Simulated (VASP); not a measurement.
# Cr (P6_3/mmc) in VASP: single point with LDA

Aim: the single point of Cr with LDA.

Everything below comes from runs of VASP 6.6.1. Logs are shortened: lines on timing, memory, paths and dates and some standing lists are left out, and cuts for length are marked.

### 1 The cell of the first run

Symmetry: P6_3/mmc, No. 194, hexagonal system. Conventional cell: a = 2.714 Å, b = 2.714 Å, c = 4.410 Å, α = 90.00°, β = 90.00°, γ = 120.00°. Cr (site symmetry -6m2) has 12 Cr at 2.71 Å within 3.6 Å.

This isn't the form of Cr at room conditions, which is bcc.

### 2 Single point, LDA

INCAR

```
PREC = Accurate ; ENCUT = 700
EDIFF = 1E-6 ; ISMEAR = -1
SIGMA = 0.03 ; LREAL = F
LASPH = T ; NELM = 120
ALGO = Normal ; ISIF = 2
LWAVE = F ; LCHARG = F
GGA = CA ; NBANDS = 21
GGA_COMPAT = F
```

KPOINTS

```
Automatic mesh
0
Gamma
  12 12 7
```

POSCAR

```
Cr
1.0
    2.7140000000      0.0000000000      0.0000000000
   -1.3570000000      2.3503929459      0.0000000000
    0.0000000000      0.0000000000      4.4100000000
Cr
2
Direct
    0.3333333333      0.6666666667      0.2500000000
    0.6666666667      0.3333333333      0.7500000000
```

Potentials or basis: VASP PAW LDA potentials, release 64 (Cr_sv).

Launch:

```bash
> cat potpaw_LDA.64/Cr_sv/POTCAR > POTCAR
> mpirun -np 1 vasp_std > vasp.out
```

OUTCAR:

```text
PREC = Accurate
   ENCUT = 700
   EDIFF = 1E-6
   ISMEAR = -1
   LREAL = F
   LASPH = T
   NELM = 120
   ISIF = 2
   GGA = CA

 ion  position               nearest neighbor table
   1  0.333  0.667  0.250-   2 2.71   2 2.71   2 2.71   2 2.71   2 2.71   2 2.71
   2  0.667  0.333  0.750-   1 2.71   1 2.71   1 2.71   1 2.71   1 2.71   1 2.71

  LATTYP: Found a hexagonal cell.
 ALAT       =     2.7140000000
 C/A-ratio  =     1.6249078850

  Lattice vectors:

 A1 = (   2.7140000000,   0.0000000000,   0.0000000000)
 A2 = (  -1.3570000000,   2.3503929459,   0.0000000000)
 A3 = (   0.0000000000,   0.0000000000,   4.4100000000)

Analysis of symmetry for initial positions (statically):
=====================================================================
 Subroutine PRICEL returns:
 Original cell was already a primitive cell.

 Routine SETGRP: Setting up the symmetry group for a
 hexagonal supercell.

 Subroutine GETGRP returns: Found 24 space group operations
 (whereof 12 operations were pure point group operations)
 out of a pool of 24 trial point group operations.

The static configuration has the point symmetry D_3d.
 The point group associated with its full space group is D_6h.

Analysis of symmetry for dynamics (positions and initial velocities):
=====================================================================
 Subroutine PRICEL returns:
 Original cell was already a primitive cell.

 Routine SETGRP: Setting up the symmetry group for a
 hexagonal supercell.

 Subroutine GETGRP returns: Found 24 space group operations
 (whereof 12 operations were pure point group operations)
 out of a pool of 24 trial point group operations.

The dynamic configuration has the point symmetry D_3d.
 The point group associated with its full space group is D_6h.

 Subroutine INISYM returns: Found 24 space group operations
 (whereof 12 operations are pure point group operations),
 and found     1 'primitive' translations

----------------------------------------------------------------------------------------

                                     Primitive cell

  volume of cell :      28.1312

  direct lattice vectors                    reciprocal lattice vectors
     2.714000000  0.000000000  0.000000000     0.368459838  0.212730387  0.000000000
    -1.357000000  2.350392946  0.000000000     0.000000000  0.425460773  0.000000000
     0.000000000  0.000000000  4.410000000     0.000000000  0.000000000  0.226757370

  length of vectors
[... 72 lines left out ...]
 SYSTEM =  unknown system
   PREC   = accura    normal or accurate (medium, high low for compatibility)
   ISTART =      0    job   : 0-new  1-cont  2-samecut
   ICHARG =      2    charge: 1-file 2-atom 10-const
   ISPIN  =      1    spin polarized calculation?
   LNONCOLLINEAR =      F non collinear calculations
   LSORBIT =      F    spin-orbit coupling
   LASPH  =      T    aspherical Exc in radial PAW
   ENCUT  =  700.0 eV  51.45 Ry    7.17 a.u.   5.85  5.85  9.51*2*pi/ulx,y,z
   NELM   =    120;   NELMIN=  2; NELMDL= -5     # of ELM steps
   EDIFF  = 0.1E-05   stopping-criterion for ELM
   LREAL  =      F    real-space projection
   EDIFFG = 0.1E-04   stopping-criterion for IOM
   NSW    =      0    number of steps for IOM
   IBRION =     -1    ionic relax: 0-MD 1-quasi-New 2-CG
   NFREE  =      0    steps in history (QN), initial steepest desc. (CG)
   ISIF   =      2    stress and relaxation
   ISYM   =      2    0-nonsym 1-usesym 2-fastsym
   POTIM  = 0.5000    time-step for ionic-motion
   TEBEG  =    0.0;   TEEND  =   0.0 temperature during run
   PSTRESS=    0.0 pullay stress
   NELECT =      28.0000    total number of electrons
   NUPDOWN=      -1.0000    fix difference up-down
   EMIN   =  10.00;   EMAX   =-10.00  energy-range for DOS
   EFERMI =   0.00;   METHOD = LEGACY
   ISMEAR =    -1;   SIGMA  =   0.03  broadening in eV -4-tet -1-fermi 0-gaus
   EFERMI_NEDOS =   21; number of points for ismear=-14 and -15
   IALGO  =     38    algorithm
   IMIX   =      4    mixing-type and parameters
     AMIX     =   0.40;   BMIX     =  1.00
     AMIX_MAG =   1.60;   BMIX_MAG =  1.00
  volume/ion in A,a.u.               =      14.07        94.92
  Fermi-wavevector in a.u.,A,eV,Ry     =   1.634549  3.088849 36.351359  2.671750
  Thomas-Fermi vector in A             =   2.726169
   LORBIT       =      0    0 simple, 1 ext, 2 COOP (PROOUT), +10 PAW based schemes
   GGA     = CA    functional components
   LHFCALC =     F    Hartree Fock is set to
   AEXX    =    0.0000 exact exchange contribution
   IVDW    =     0    specifies the selected vdW correction
   LEPSILON=     F    determine dielectric tensor
   LRPA    =     F    only Hartree local field effects (RPA)
 non-spin polarized calculation
  energy-cutoff  :      700.00
  volume of cell :       28.13
 maximum number of plane-waves:      1200
 NGX is ok and might be reduce to    24
   NGX = 11   NGY = 11   NGZ = 19

 number of electron      27.9999988 magnetization

 Free energy of the ion-electron system (eV)
  ---------------------------------------------------
  ext. energy  EPLUGINS =         0.00000000
  ---------------------------------------------------
  free energy    TOTEN  =       -19.54884092 eV

  energy without entropy =      -19.53060986  energy(sigma->0) =      -19.53972539

 E-fermi :  10.3893     XC(G=0): -12.9270

 val. band max:       10.3846598264   @ k =   0.0833   0.0833   0.1429
 cond. band min:      10.3930977286   @ k =   0.0833   0.0833   0.4286
 fundamental gap:      0.0084379023
 Fermi energy:        10.3893288801

 k-point     1 :       0.0000    0.0000    0.0000
  band No.  band energies     occupation
      1     -60.3106      2.00000
      2     -60.2164      2.00000
      3     -32.2685      2.00000
      4     -31.8643      2.00000
      5     -31.8643      2.00000
      6     -31.7951      2.00000
[... 565 lines left out ...]
     20      15.8772      0.00000
     21      19.6141      0.00000

 [... further k-points ...]
[... 5 lines left out ...]
  --------------------------------------------------------------------------------------
  -------------------------------------------------------------------------------------
  Total       -7.4118712     -7.4118712     -5.9512674      0.0000000      0.0000000      0.0000000
  in kB     -422.1332260   -422.1332260   -338.9464889      0.0000000      0.0000000      0.0000000
  external PRESSURE =    -394.4043136 kB  Pullay stress =       0.0000000 kB

 VOLUME and BASIS-vectors are now :
 -----------------------------------------------------------------------------
  energy-cutoff  :      700.00
  volume of cell :       28.13
      direct lattice vectors                 reciprocal lattice vectors
     2.714000000  0.000000000  0.000000000     0.368459838  0.212730387  0.000000000
    -1.357000000  2.350392946  0.000000000     0.000000000  0.425460773  0.000000000
     0.000000000  0.000000000  4.410000000     0.000000000  0.000000000  0.226757370

 POSITION                                       TOTAL-FORCE (eV/Angst)
 -----------------------------------------------------------------------------------
     -0.00000      1.56693      1.10250        -0.000000     -0.000000      0.000000
      1.35700      0.78346      3.30750         0.000000      0.000000      0.000000
 -----------------------------------------------------------------------------------
    total drift:                               -0.000000      0.000000     -0.000000

  FREE ENERGIE OF THE ION-ELECTRON SYSTEM (eV)
  ---------------------------------------------------
  free  energy   TOTEN  =       -19.5488409206 eV

  energy  without entropy=      -19.5306098625  energy(sigma->0) =      -19.53972539
```

stdout:

```text
POSCAR found type information on POSCAR Cr
 POSCAR found :  1 types and       2 ions
 scaLAPACK will be used
 LDA part: xc-table for (Slater(with rela. corr.)+CA(PZ))
 , standard interpolation
 POSCAR, INCAR and KPOINTS ok, starting setup
 FFT: planning ... GRIDC
 FFT: planning ... GRID_SOFT
 FFT: planning ... GRID
 WAVECAR not read
 entering main loop
```

Run time: 51 s. Hardware: 1 thread of Intel Xeon Platinum 8259CL at 2.50GHz (Skylake/Cascade Lake), shared host; peak memory 0.17 GiB.

What came out:

| Property | Result |
| --- | --- |
| Free energy | -19.5488 eV |
| Pressure | -39.4 GPa |
| Band gap on the k mesh | zero (bands 14 and 15 overlap by 0.90 eV) |

Stress tensor (GPa, compression positive):
```
-42.21   0.00   0.00
  0.00 -42.21   0.00
  0.00   0.00 -33.89
```

Caveat: the stress differs along the axes, from -42 to -34 GPa; the run has no spin polarisation, though such a crystal can be magnetic.
